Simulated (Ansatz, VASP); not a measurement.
## One calculation of MoSe, two programs

File INCAR:

```
PREC = Accurate ; ENCUT = 520
EDIFF = 1E-6 ; ISMEAR = 0
SIGMA = 0.05 ; LREAL = False
LASPH = True ; NELM = 150
ALGO = Normal ; ISIF = 2
LWAVE = False ; LCHARG = True
ISPIN = 2 ; MAGMOM = 0.86 0
LORBIT = 11 ; LMAXMIX = 4
GGA = PE ; LELF = True
LVHAR = True ; NBANDS = 21
```

The input KPOINTS:

```
Automatic mesh
0
Gamma
  10 10 10
```

POSCAR

```
MoSe
1.0
    0.0000000000      2.7874579446      2.7874579446
    2.7874579446      0.0000000000      2.7874579446
    2.7874579446      2.7874579446      0.0000000000
Mo Se
1 1
Direct
    0.0000000000      0.0000000000      0.0000000000
    0.2500000000      0.2500000000      0.2500000000
```

Input for Ansatz:

```yaml
crystal:
  lattice:
    - [0.0, 2.7874579446, 2.7874579446]
    - [2.7874579446, 0.0, 2.7874579446]
    - [2.7874579446, 2.7874579446, 0.0]
  atoms:
    - { symbol: Mo, position: [0.0, 0.0, 0.0], spin: 0.86 }
    - { symbol: Se, position: [0.25, 0.25, 0.25] }
basis:
  ecutwfc: 420
  ecutrho_ratio: 4
kpoints:
  mp_grid: { grid: [10, 10, 10] }
hamiltonian:
  xc: pbe
scf:
  occupations: { method: gaussian, width: 0.05 }
output:
  forces: true
  stress: true
  eigenvalues: true
  populations: true
magnetization:
  spin_polarized: true
```

Alike in both runs: task single point; functional PBE; k mesh 10 × 10 × 10; occupations gaussian, width 0.05 eV; collinear spin.

|  | VASP | Ansatz |
| --- | --- | --- |
| version | VASP 6.6.1 | Ansatz 0.2.0 |
| potentials or method | VASP PAW PBE potentials, release 64 (Mo_sv, Se), cutoff 520 eV | scalar-relativistic, plane waves, PAW |
| valence electrons in the cell | 20 | 30 |

Ansatz gave:

```
gap on the k mesh at the Fermi level (eV)                     : none
pressure (GPa)                                                : 4.6
net moment per atom (μB)                                      : 0.00
size of the moment on the site where the two differ most (μB) : 0.00
```

Q: Estimate VASP's values.

A: gap on the k mesh at the Fermi level (eV): none; pressure (GPa): 5.8; net moment per atom (μB): 0.37; size of the moment on the site where the two differ most (μB): 0.68.

The net moments are unlike, so the other rows may belong to different states. Site moments also hang on the region over which each program counts them. A gap of «none» marks a metal or a gap that the smearing closes. VASP's potentials hold 20 valence electrons a cell and Ansatz's 30, so a difference there can come from the potentials and not from the codes. Ansatz's warnings: seeded moment not kept.
